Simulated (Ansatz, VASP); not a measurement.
InSe in VASP and in Ansatz

```
CELL_PARAMETERS angstrom
1.98691 1.14715 8.13006
-1.98691 1.14715 8.13006
0.00000 -2.29429 8.13006
ATOMIC_POSITIONS crystal
In 0.11233 0.11233 0.11233
In 0.99989 0.99989 0.99989
Se 0.61459 0.61459 0.61459
Se 0.83089 0.83089 0.83089
```

Alike in both runs: functional LDA; k mesh 9 × 9 × 9; occupations gaussian, width 0.02 eV; no spin polarisation.

Ansatz relaxed the structure, and its values are those at the end. VASP's run is a single point on that final structure, the one shown.

|  | VASP | Ansatz |
| --- | --- | --- |
| version | VASP 6.6.1 | Ansatz 0.2.0 |
| potentials or method | VASP PAW LDA potentials, release 64 (In_d, Se), cutoff 520 eV | scalar-relativistic, plane waves, PAW |
| valence electrons in the cell | 38 | 58 |

|  | VASP | Ansatz | Ansatz less VASP |
| --- | --- | --- | --- |
| gap on the k mesh at the Fermi level (eV) | 0.47 | 0.46 | -0.009 |
| least direct gap on the mesh (eV) | 0.55 | 0.55 | -0.004 |
| pressure (GPa) | 0.2 | 0.0 | -0.15 |
| rms of the force components (eV/Å) | 0.013 | 0.000 | -0.0124 |

LDA's correlation is that of Perdew and Zunger in VASP and of Perdew and Wang (1992) in Ansatz. VASP's potentials hold 38 valence electrons a cell and Ansatz's 58, so a difference there can come from the potentials and not from the codes.
